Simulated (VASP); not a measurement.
Crystal: Sc.

```
CELL_PARAMETERS angstrom
3.30900 0.00000 0.00000
-1.65450 2.86568 0.00000
0.00000 0.00000 5.27330
ATOMIC_POSITIONS crystal
Sc 0.33333 0.66667 0.25000
Sc 0.66667 0.33333 0.75000
```

- Program: VASP 6.6.1
- Task: relaxation of cell and atoms
- Functional: PBE
- Potentials or basis: VASP PAW PBE potentials, release 64 (Sc_sv)
- Cutoff: 500 eV
- k mesh: 13 × 13 × 8
- Occupations: fermi-dirac, width 0.05 eV
- Spin: no spin polarisation

At the start: pressure -0.7 GPa; volume 25.00 Å³/atom.

Where does the relaxation end?

Over 5 steps the energy falls by 2.7 meV/atom and the volume is 24.67 Å³/atom (-1.3 %); space group P6_3/mmc (No. 194, to 0.1 Å) before and after.

Step by step:
```csv
step,energy change (eV),largest force (eV/Å),pressure (GPa),volume (Å³)
1,0.0000,0.0000,-0.68,50.00
2,-0.0045,0.0000,0.12,49.24
3,-0.0047,0.0000,0.31,49.07
4,-0.0054,0.0000,0.03,49.30
5,-0.0054,0.0000,-0.01,49.34
```

Final structure:
```
Sc
1.0
     3.31965    0.00000    0.00000
    -1.65982    2.87490    0.00000
     0.00000    0.00000    5.16976
Sc
2
Direct
  0.33333 0.66667 0.25000
  0.66667 0.33333 0.75000
```
